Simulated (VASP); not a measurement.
Wanted: the native input for a VASP 6.6.1 run.

```yaml
Task: single point
Functional: PBEsol
Potentials_or_basis: VASP PAW PBE potentials, release 64 (Li_sv, Ti_sv, P)
Cutoff: 520 eV
k_mesh: 6 × 6 × 2
Occupations: fermi-dirac, width 0.03 eV
Spin: no spin polarisation
Dipole_correction: no
Further_INCAR_settings: ALGO = Normal; EDIFF = 1e-07; NBANDS = 30
```

The structure of LiTi2P3 lies in POSCAR:

```
LiTi2P3
1.0
    3.4684266686      0.0000000000      0.0000000000
   -1.7342133343      3.0037456062      0.0000000000
    0.0000000000      0.0000000000      9.0663548275
Li Ti P
1 2 3
Direct
    0.0000000000      0.0000000000      0.0000000000
    0.3333333333      0.6666666667      0.6609543529
    0.6666666667      0.3333333333      0.3390456471
    0.3333333333      0.6666666667      0.1841879836
    0.6666666667      0.3333333333      0.8158120164
    0.0000000000      0.0000000000      0.5000000000
```

The input as run:

INCAR

```
  PREC = Accurate
  ENCUT = 520
  EDIFF = 1E-7
  ISMEAR = -1
  SIGMA = 0.03
  LREAL = False
  LASPH = True
  NELM = 100
  ALGO = Normal
  ISIF = 2
  LWAVE = False
  LCHARG = False
  GGA = PS
  NBANDS = 30
```

KPOINTS

```
regular mesh
0
Gamma
  6 6 2
```

Potentials or basis: VASP PAW PBE potentials, release 64 (Li_sv, Ti_sv, P).

Run with:

```bash
$ cat potpaw_PBE.64/Li_sv/POTCAR potpaw_PBE.64/Ti_sv/POTCAR potpaw_PBE.64/P/POTCAR > POTCAR
$ mpirun -np 1 vasp_std > vasp.out
```

It gave:

The largest force is 0.005 eV/Å and the band gap on the k mesh is zero (band 21 reaches 7.44 eV, above the bottom of band 22 at 6.53 eV).

Caveat: the PAW data sets were made with another functional, which shifts forces and pressure a little.

Run time: 36 s on 1 thread of Intel(R) Xeon(R) Platinum 8488C (Sapphire Rapids) (shared host), peak memory 0.22 GiB.
